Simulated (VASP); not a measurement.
A run of VASP 6.6.1 is set up as follows.

INCAR

```
SYSTEM = BaS
PREC = Accurate
ENCUT = 520
EDIFF = 1E-6
ISMEAR = -1
SIGMA = 0.02
LREAL = .False.
LASPH = .True.
NELM = 60
ALGO = Normal
ISIF = 2
LWAVE = .False.
LCHARG = .False.
GGA = PE
NBANDS = 24
```

File KPOINTS:

```
regular mesh
0
Gamma
  6 6 4
  0 0 0
```

POSCAR

```
BaS
1.0
    5.3549464790      0.0000000000      0.0000000000
   -2.6774732395      4.6375196868      0.0000000000
    0.0000000000      0.0000000000      6.3926289769
Ba S
2 2
Direct
    0.3333333333      0.6666666667     -0.0625000000
    0.6666666667      0.3333333333      0.4375000000
    0.3333333333      0.6666666667      0.4375000000
    0.6666666667      0.3333333333      0.9375000000
```

Potentials or basis: VASP PAW PBE potentials, release 64 (Ba_sv, S).

The run is started by

```bash
$ cat potpaw_PBE.64/Ba_sv/POTCAR potpaw_PBE.64/S/POTCAR > POTCAR
$ mpirun -np 1 vasp_std > vasp.out
```

**Question.** What does it give for the band gap on the k mesh?

**Answer.** 2.47 eV (least direct gap 2.59 eV).

**Question.** What does it give for the pressure?

**Answer.** 0.7 GPa.

Stress tensor (GPa, compression positive):
```
0.82 0.00 0.00
0.00 0.82 0.00
0.00 0.00 0.55
```

Caveat: the cell differs from its parent crystal (epitaxial xy strain -0.5%); the structure was generated, so it needn't be the stable form of BaS; spin-orbit coupling is left out, which moves the levels of the heavy elements. A k mesh can miss the band edges.
